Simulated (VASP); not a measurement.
Set up this calculation in VASP 6.6.1, as the native input.

- Task: relaxation of cell and atoms
- Functional: revPBE
- Dispersion: D3(BJ)
- Potentials or basis: VASP PAW PBE potentials, release 64 (W_sv, C)
- Cutoff: 600 eV
- k mesh: 10 × 10 × 6
- Occupations: fermi-dirac, width 0.05 eV
- Spin: no spin polarisation
- Dipole correction: no
- Further INCAR settings: ALGO = Normal; EDIFF = 1e-07; IBRION = 2; EDIFFG = -0.01; NSW = 60; ISIF = 3

The structure of WC lies in POSCAR:

```
WC
1.0
    1.6403461100     -2.1180379000      0.0000000000
    1.6403461100      2.1180379000      0.0000000000
    0.0000000000      0.0000000000      4.3094211000
W C
1 1
Direct
    0.5000000000      0.5000000000      0.5000000000
    0.0000000000      0.0000000000      0.0000000000
```

These files were run (other wordings do the same):

INCAR

```
PREC = Accurate
ENCUT = 600
EDIFF = 1E-7
ISMEAR = -1
SIGMA = 0.05
LREAL = False
LASPH = True
NELM = 80
ALGO = Normal
ISIF = 3
LWAVE = False
LCHARG = False
GGA = RE
IVDW = 12
IBRION = 2
NSW = 60
EDIFFG = -0.01
```

KPOINTS

```
Automatic mesh
0
Gamma
  10 10 6
```

Potentials or basis: VASP PAW PBE potentials, release 64 (W_sv, C).

The run is started by

```console
$ cat potpaw_PBE.64/W_sv/POTCAR potpaw_PBE.64/C/POTCAR > POTCAR
$ mpirun -np 1 vasp_std > vasp.out
```

It gave:

```json
{"Relaxed volume": "11.25 Å³/atom", "Relaxed cell": "a = 2.938 Å, b = 2.938 Å, c = 3.006 Å, α = 90.00°, β = 90.00°, γ = 119.84°", "Space group after relaxing (to 0.05 Å)": "Cmmm (No. 65)", "Energy gained by relaxing": "1997.8 meV/atom", "Ionic steps": "19", "Pressure after relaxing": "0.0 GPa", "Band gap on the k mesh": "zero (band 9 reaches 13.27 eV, above the bottom of band 10 at 9.90 eV)", "Dispersion energy per atom": "-0.795 eV"}
```

Caveat: the volume moved by over 15 % at a fixed basis, so the end points are rough; the PAW data sets were made with another functional, which shifts forces and pressure a little; spin-orbit coupling is left out, which moves the levels of the heavy elements; pairwise dispersion overbinds metals, which lowers pressure and volume.

It took 3.5 min on 1 thread of Intel(R) Xeon(R) 6975P-C (Granite Rapids) (shared host), peak memory 0.23 GiB.
